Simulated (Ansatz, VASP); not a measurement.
# BN: VASP beside Ansatz

Contents of INCAR:

```
SYSTEM = BN
PREC = Accurate ; ENCUT = 520
EDIFF = 1E-6 ; ISMEAR = 0
SIGMA = 0.05 ; LREAL = .FALSE.
LASPH = .TRUE. ; NELM = 80
ALGO = Normal ; ISIF = 2
LWAVE = .FALSE. ; LCHARG = .FALSE.
GGA = PE ; NBANDS = 16
```

KPOINTS

```
regular mesh
0
G
  12 12 4
  0 0 0
```

POSCAR

```
BN
1.0
    2.4236696851     -0.0057740119     -0.0244579324
   -1.2168352835      2.2560560920     -0.2089881462
   -0.0650637856     -0.6795284982      6.4256820222
B N
2 2
Direct
    0.4248970793      0.6190015002      0.2736684756
    0.8043215525      0.4915242574      0.7194171480
    0.2470195481      0.6727390777      0.7505484063
    0.5237618202      0.2167351646      0.2563659700
```

Input for Ansatz:

```yaml
crystal:
  lattice:
    - [2.4236696851, -0.0057740119, -0.0244579324]
    - [-1.2168352835, 2.256056092, -0.2089881462]
    - [-0.0650637856, -0.6795284982, 6.4256820222]
  atoms:
    - { symbol: B, position: [0.4248970793, 0.6190015002, 0.2736684756] }
    - { symbol: B, position: [0.8043215525, 0.4915242574, 0.719417148] }
    - { symbol: "N", position: [0.2470195481, 0.6727390777, 0.7505484063] }
    - { symbol: "N", position: [0.5237618202, 0.2167351646, 0.25636597] }
basis:
  ecutwfc: 420
kpoints:
  mp_grid: { grid: [12, 12, 4] }
hamiltonian:
  xc: pbe
scf:
  occupations: { method: gaussian, width: 0.05 }
output:
  forces: true
  stress: true
  eigenvalues: true
```

Change from the starting cell: all atoms moved at random (sigma 0.3 Å a component), cell strained at random (sigma 0.05).

Alike in both runs: task single point; functional PBE; k mesh 12 × 12 × 4; occupations gaussian, width 0.05 eV; no spin polarisation.

|  | VASP | Ansatz |
| --- | --- | --- |
| version | VASP 6.6.1 | Ansatz 0.2.0 |
| potentials or method | VASP PAW PBE potentials, release 64 (B, N), cutoff 520 eV | scalar-relativistic, plane waves, PAW |
| valence electrons in the cell | 16 | 16 |

|  | VASP | Ansatz | Ansatz less VASP |
| --- | --- | --- | --- |
| gap on the k mesh at the Fermi level (eV) | 1.58 | 1.60 | +0.020 |
| least direct gap on the mesh (eV) | 3.34 | 3.35 | +0.009 |
| pressure (GPa) | 125.4 | 121.1 | -4.26 |
| traceless stress, the component that is largest in VASP (GPa) | 153.25 | 146.77 | -6.474 |
| rms of the force components (eV/Å) | 29.451 | 28.144 | -1.3073 |

Atom by atom the forces differ by 1.333 eV/Å (rms over components). Both programs put the cell under a high pressure, so it lies far from rest at this level.

Noted on VASP's run: the cell as given lies far from equilibrium.
